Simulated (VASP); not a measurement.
Input of a VASP 6.6.1 run:

The input POSCAR:

```
GaAs
1.0
    4.2497554351      0.0000000000      0.0000000000
   -2.1248777176      3.6803961666      0.0000000000
    0.0000000000      0.0000000000      5.7732410614
Ga As
2 2
Direct
    0.3333333333      0.6666666667      0.2500000000
    0.6666666667      0.3333333333      0.7500000000
    0.6666666667      0.3333333333      0.2500000000
    0.3333333333      0.6666666667      0.7500000000
```

INCAR.step1

```
  PREC = Accurate
  ENCUT = 520
  ISMEAR = -1
  SIGMA = 0.02
  LREAL = F
  LASPH = T
  NELM = 60
  NBANDS = 26
  GGA = PE
  ALGO = Normal
  EDIFF = 1E-4
  LWAVE = T
  LCHARG = F
```

INCAR.step2

```
  PREC = Accurate
  ENCUT = 520
  EDIFF = 1E-7
  ISMEAR = -1
  SIGMA = 0.02
  LREAL = F
  LASPH = T
  NELM = 60
  ALGO = Normal
  ISIF = 2
  LWAVE = F
  LCHARG = F
  METAGGA = R2SCAN
  LMIXTAU = T
  NBANDS = 26
  ISTART = 1
```

KPOINTS

```
regular mesh
0
Gamma
  12 12 4
```

Potentials or basis: VASP PAW PBE potentials, release 64 (Ga_d, As).

Launch:

```console
$ cat potpaw_PBE.64/Ga_d/POTCAR potpaw_PBE.64/As/POTCAR > POTCAR
$ cp INCAR.step1 INCAR
$ mpirun -np 1 vasp_std > vasp.out
$ cp INCAR.step2 INCAR
$ mpirun -np 1 vasp_std > vasp.out
```

Task: Predict the pressure.

Result: 0.0 GPa.

Task: What does it give for the band gap on the k mesh?

Result: Zero (bands 18 and 19 overlap by 1.19 eV).

Stress tensor (GPa, compression positive):
```
-0.48  0.00  0.00
 0.00 -0.48  0.00
 0.00  0.00  0.91
```

Caveat: the PAW data sets were made with another functional, which shifts forces and pressure a little.
